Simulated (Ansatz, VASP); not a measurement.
One calculation of Rh, two programs

```
Rh
1.0
     0.00000    1.84305    1.84305
     1.84305    0.00000    1.84305
     1.84305    1.84305    0.00000
Rh
1
Direct
  0.00000 0.00000 0.00000
```

Alike in both runs: task single point; functional LDA; k mesh 22 × 22 × 22; occupations gaussian, width 0.15 eV; no spin polarisation.

|  | VASP | Ansatz |
| --- | --- | --- |
| version | VASP 6.6.1 | Ansatz 0.2.0 |
| potentials or method | VASP PAW LDA potentials, release 64 (Rh_pv), cutoff 520 eV | scalar-relativistic, plane waves, PAW |
| valence electrons in the cell | 15 | 17 |

|  | VASP | Ansatz | Ansatz less VASP |
| --- | --- | --- | --- |
| gap on the k mesh at the Fermi level (eV) | none | none | - |
| pressure (GPa) | 21.1 | 20.1 | -1.03 |

Ansatz warns that its potentials were made for another functional, while VASP's fit it. LDA's correlation is that of Perdew and Zunger in VASP and of Perdew and Wang (1992) in Ansatz. A gap of «none» marks a metal or a gap that the smearing closes. VASP's potentials hold 15 valence electrons a cell and Ansatz's 17, so a difference there can come from the potentials and not from the codes.
